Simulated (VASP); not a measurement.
A run of VASP 6.6.1 is set up as follows.

The input INCAR:

```
PREC = Accurate
ENCUT = 600
EDIFF = 1E-6
ISMEAR = 0
SIGMA = 0.1
LREAL = F
LASPH = T
NELM = 80
ALGO = Fast
ISIF = 3
LWAVE = F
LCHARG = F
GGA = PE
IBRION = 2
NSW = 100
EDIFFG = -0.005
```

KPOINTS

```
regular mesh
0
Gamma
  15 15 8
```

Contents of POSCAR:

```
Tl
1.0
    3.6113033975      0.0000000000      0.0000000000
   -1.8056516987      3.1274804830      0.0000000000
    0.0000000000      0.0000000000      5.5690252396
Tl
2
Direct
    0.3333333333      0.6666666667      0.2500000000
    0.6666666667      0.3333333333      0.7500000000
```

Potentials or basis: VASP PAW PBE potentials, release 64 (Tl_d).

Command:

```bash
$ cat potpaw_PBE.64/Tl_d/POTCAR > POTCAR
$ mpirun -np 1 vasp_std > vasp.out
```

Task: Estimate the relaxed cell.

Result: a = 3.610 Å, b = 3.610 Å, c = 5.567 Å, α = 90.00°, β = 90.00°, γ = 120.00°.

Task: Estimate the band gap on the k mesh.

Result: Zero (band 13 reaches 9.16 eV, above the bottom of band 14 at 3.72 eV).

Final structure:
```
CELL_PARAMETERS angstrom
3.61010 0.00000 0.00000
-1.80505 3.12644 0.00000
0.00000 0.00000 5.56668
ATOMIC_POSITIONS crystal
Tl 0.33333 0.66667 0.25000
Tl 0.66667 0.33333 0.75000
```

Caveat: spin-orbit coupling is left out, which moves the levels of the heavy elements.
